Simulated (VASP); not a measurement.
# Pd (P6_3/mmc) in VASP: further runs, part 2 of 2

VASP 6.6.1. Earlier steps stand in the parts before.

**3. Single point, LDA**

This run uses another cell than the first one, of 14.22 Å³/atom, 1.021 times its volume.

File INCAR:

```
SYSTEM = Pd
ALGO = Normal
EDIFF = 1E-6
ENCUT = 520
GGA = CA
ISIF = 2
ISMEAR = -1
LASPH = .True.
LCHARG = .True.
LELF = .True.
LREAL = .False.
LVHAR = .True.
LWAVE = .False.
NBANDS = 17
NELM = 100
PREC = Accurate
SIGMA = 0.05
```

File KPOINTS:

```
k-points
0
Gamma
  10 10 6
  0 0 0
```

File POSCAR:

```
Pd
1.0
    2.6929305287      0.0000000000      0.0000000000
   -1.3464652643      2.3321462485      0.0000000000
    0.0000000000      0.0000000000      4.5297789778
Pd
2
Direct
    0.3333333333      0.6666666667      0.2500000000
    0.6666666667      0.3333333333      0.7500000000
```

Potentials or basis: VASP PAW LDA potentials, release 64 (Pd).

On the command line:

```bash
$ cat potpaw_LDA.64/Pd/POTCAR > POTCAR
$ mpirun -np 1 vasp_std > vasp.out
```

Run time: 8 s. Hardware: 1 thread of Intel Xeon 6975P-C (Granite Rapids), shared host; peak memory 0.14 GiB.

It converged, with:

| Property | Result |
| --- | --- |
| Free energy | -12.9370 eV |
| Pressure | 0.3 GPa |
| Band gap on the k mesh | zero (band 10 reaches 10.51 eV, above the bottom of band 11 at 9.51 eV) |

Stress tensor (GPa, compression positive):
```
0.33 0.00 0.00
0.00 0.33 0.00
0.00 0.00 0.21
```

Levels at points of the mesh, in eV from the Fermi level:
```tsv
k point	band 7	band 8	band 9	band 10	band 11	band 12	band 13	band 14
(0.00, 0.00, 0.00)	-2.59	-1.73	-1.73	-0.24	-0.24	0.58	7.08	17.19
(0.50, 0.00, 0.00)	-1.93	0.03	0.06	0.26	2.66	4.70	9.80	10.06
(0.00, 0.00, 0.50)	-2.98	-2.98	-0.74	-0.74	-0.74	-0.74	14.12	14.12
(0.50, 0.00, 0.50)	-0.53	-0.53	0.18	0.18	2.59	2.59	8.55	8.55
```

**4. Relaxation of cell and atoms, LDA**

This run uses another cell than the first one, of 14.71 Å³/atom, 1.056 times its volume.

File INCAR:

```
SYSTEM = Pd
ALGO = Normal
EDIFF = 1E-6
EDIFFG = -0.02
ENCUT = 600
IBRION = 2
ISIF = 3
ISMEAR = -1
LASPH = .True.
LCHARG = .False.
LREAL = .False.
LWAVE = .False.
NELM = 60
NSW = 60
PREC = Accurate
SIGMA = 0.05
```

KPOINTS is that of step 3.

File POSCAR:

```
Pd
1.0
    2.7500000000      0.0000000000      0.0000000000
   -1.3750000000      2.3815698604      0.0000000000
    0.0000000000      0.0000000000      4.4907500000
Pd
2
Direct
    0.3333333333      0.6666666667      0.2500000000
    0.6666666667      0.3333333333      0.7500000000
```

Potentials or basis: VASP PAW LDA potentials, release 64 (Pd).

On the command line:

```bash
$ cat potpaw_LDA.64/Pd/POTCAR > POTCAR
$ mpirun -np 1 vasp_std > vasp.out
```

OUTCAR:

```text
SYSTEM = Pd
   EDIFF = 1E-6
   EDIFFG = -0.02
   ENCUT = 600
   IBRION = 2
   ISIF = 3
   ISMEAR = -1
   LASPH = .True.
   LREAL = .False.
   NELM = 60
   NSW = 60
   PREC = Accurate

 ion  position               nearest neighbor table
   1  0.333  0.667  0.250-   2 2.75   2 2.75   2 2.75   2 2.75   2 2.75   2 2.75
   2  0.667  0.333  0.750-   1 2.75   1 2.75   1 2.75   1 2.75   1 2.75   1 2.75

  LATTYP: Found a hexagonal cell.
 ALAT       =     2.7500000000
 C/A-ratio  =     1.6330000000

  Lattice vectors:

 A1 = (   2.7500000000,   0.0000000000,   0.0000000000)
 A2 = (  -1.3750000000,   2.3815698604,   0.0000000000)
 A3 = (   0.0000000000,   0.0000000000,   4.4907500000)

Analysis of symmetry for initial positions (statically):
=====================================================================
 Subroutine PRICEL returns:
 Original cell was already a primitive cell.

[... 769 lines left out ...]
--------------------------------------- Ionic step       10  -------------------------------------------

 number of electron      19.9999999 magnetization

 Free energy of the ion-electron system (eV)
  ---------------------------------------------------
  ext. energy  EPLUGINS =         0.00000000
  ---------------------------------------------------
  free energy    TOTEN  =       -12.93751390 eV

  energy without entropy =      -12.90000352  energy(sigma->0) =      -12.91875871

 E-fermi :  10.2253     XC(G=0): -13.7281

 val. band max:       10.2186832633   @ k =   0.3000   0.0000   0.0000
 cond. band min:      10.2414274558   @ k =   0.4000   0.1000   0.0000
 fundamental gap:      0.0227441926
 Fermi energy:        10.2253144525

 k-point     1 :       0.0000    0.0000    0.0000
  band No.  band energies     occupation
      1       2.6912      2.00000
      2       4.5512      2.00000
      3       6.9992      2.00000
      4       7.2781      2.00000
      5       7.2781      2.00000
      6       7.6455      2.00000
      7       7.6455      2.00000
      8       8.4930      2.00000
      9       8.4930      2.00000
     10       9.9855      1.98360
     11       9.9855      1.98360
     12      10.8161      0.00001
     13      17.3020      0.00000
     14      27.4148      0.00000
[... 420 lines left out ...]
  FREE ENERGIE OF THE ION-ELECTRON SYSTEM (eV)
  ---------------------------------------------------
  free  energy   TOTEN  =       -12.9375138988 eV

  energy  without entropy=      -12.9000035166  energy(sigma->0) =      -12.91875871

 reached required accuracy - stopping structural energy minimisation
```

CONTCAR:

```text
Pd
   1.00000000000000
     2.6943726738146476   -0.0000000000000000    0.0000000000000000
    -1.3471863369073238    2.3333951827793165    0.0000000000000000
     0.0000000000000000    0.0000000000000000    4.5305114265024171
  Pd
     2
Direct
     0.3333333332999970    0.6666666667000030    0.2500000000000000
     0.6666666667000030    0.3333333332999970    0.7500000000000000

  0.00000000E+00  0.00000000E+00  0.00000000E+00
  0.00000000E+00  0.00000000E+00  0.00000000E+00
```

Run time: 37 s. Hardware: 1 thread of Intel Xeon 6975P-C (Granite Rapids), shared host; peak memory 0.17 GiB.

What came out:

| Property | Result |
| --- | --- |
| Free energy | -12.9375 eV |
| Relaxed volume | 14.24 Å³/atom |
| Relaxed cell | a = 2.694 Å, b = 2.694 Å, c = 4.531 Å, α = 90.00°, β = 90.00°, γ = 120.00° |
| Space group after relaxing (to 0.05 Å) | P6_3/mmc (No. 194) |
| Energy gained by relaxing | 14.1 meV/atom |
| Ionic steps | 10 |
| Pressure after relaxing | 0.0 GPa |
| Band gap on the k mesh | zero (band 10 reaches 10.48 eV, above the bottom of band 11 at 9.49 eV) |

The path:
| step | energy change (eV) | largest force (eV/Å) | pressure (GPa) | volume (Å³) |
| --- | --- | --- | --- | --- |
| 1 | 0.0000 | 0.0000 | -6.55 | 29.41 |
| 2 | 0.0399 | 0.0000 | 14.64 | 26.92 |
| 3 | -0.0231 | 0.0000 | 0.40 | 28.43 |
| 4 | -0.0231 | 0.0000 | 0.54 | 28.41 |
| 5 | -0.0277 | 0.0000 | 0.35 | 28.43 |
| 6 | -0.0281 | 0.0000 | 0.32 | 28.44 |
| 7 | -0.0281 | 0.0000 | 0.33 | 28.44 |
| 8 | -0.0281 | 0.0000 | 0.33 | 28.44 |
| 9 | -0.0280 | 0.0000 | -0.58 | 28.56 |
| 10 | -0.0282 | 0.0000 | -0.01 | 28.48 |

Final structure:
```yaml
crystal:
  lattice:
    - [2.69437, 0.00000, 0.00000]
    - [-1.34719, 2.33340, 0.00000]
    - [0.00000, 0.00000, 4.53051]
  atoms:
    - { symbol: Pd, position: [0.33333, 0.66667, 0.25000] }
    - { symbol: Pd, position: [0.66667, 0.33333, 0.75000] }
```

**5. The runs side by side**

```csv
task,cell,cutoff (eV),gap on the mesh (eV),pressure (GPa)
single point,"a = 2.675, b = 2.675, c = 4.495 Å, angles 90.0, 90.0, 120.0°, 2 atoms",520,none,5.3
single point,"a = 2.693, b = 2.693, c = 4.530 Å, angles 90.0, 90.0, 120.0°, 2 atoms",520,none,0.3
relaxation of cell and atoms,"relaxed from a = 2.750, b = 2.750, c = 4.491 Å, angles 90.0, 90.0, 120.0°, 2 atoms",600,none,0.0
```

Alike in all rows: level LDA; potentials or basis VASP PAW LDA potentials, release 64 (Pd); no spin polarisation; k mesh 10 × 10 × 6; smearing fermi-dirac 0.05 eV.

Absolute energies hang on the potentials; compare differences alone.
